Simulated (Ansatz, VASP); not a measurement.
## GaSbH4 in VASP and in Ansatz

```xyz
24
Lattice="16.2000 0.0000 0.0000 0.0000 14.9000 0.0000 0.0000 0.0000 15.2000" Properties=species:S:1:pos:R:3 pbc="T T T"
Ga    6.0585    4.9495    6.5881
Ga    6.0585    8.4635   10.1003
Ga   10.2380    4.7018   10.3457
Ga    9.8101    8.1309    6.9197
Sb    8.0734    6.5130    5.6272
Sb    8.0731    9.4242    8.5364
Sb    4.9665    6.7169    8.3337
Sb   11.2673    6.5630    8.4880
H     6.7657    3.8575    7.4410
H     5.0561    4.7552    5.4119
H     7.4323    7.4952    4.3812
H     9.0361    5.5485    4.5939
H     6.7661    7.6109   11.1923
H     5.0557    9.6394   10.2943
H     7.4321   10.6695    7.5532
H     9.0357   10.4581    9.5004
H     9.4403    5.7635   11.1859
H     9.4421    3.8626    9.2817
H    11.5915    4.1458   10.9018
H     3.8328    5.8126    9.2384
H     3.7994    7.5999    7.4500
H    12.3498    5.9864    7.2882
H    12.3485    7.7632    9.0662
H    10.4704    9.1330    5.9166
```

Alike in both runs: functional PBE; k mesh 1 × 1 × 1; occupations gaussian, width 0.05 eV; no spin polarisation.

Ansatz relaxed the structure, and its values are those at the end. VASP's run is a single point on that final structure, the one shown.

|  | VASP | Ansatz |
| --- | --- | --- |
| version | VASP 6.6.1 | Ansatz 0.2.0 |
| potentials or method | VASP PAW PBE potentials, release 64 (Ga_d, Sb_d_GW, H), cutoff 400 eV | scalar-relativistic, plane waves, PAW |
| valence electrons in the cell | 128 | 128 |

|  | VASP | Ansatz | Ansatz less VASP |
| --- | --- | --- | --- |
| gap on the k mesh at the Fermi level (eV) | 3.85 | 3.85 | -0.001 |
| rms of the force components (eV/Å) | 0.013 | 0.007 | -0.0061 |

With one functional, cell and mesh, what is left measures potentials, basis and numerics. Ansatz's warnings: xc potential rough in thin density.

Spin-orbit coupling is off throughout.
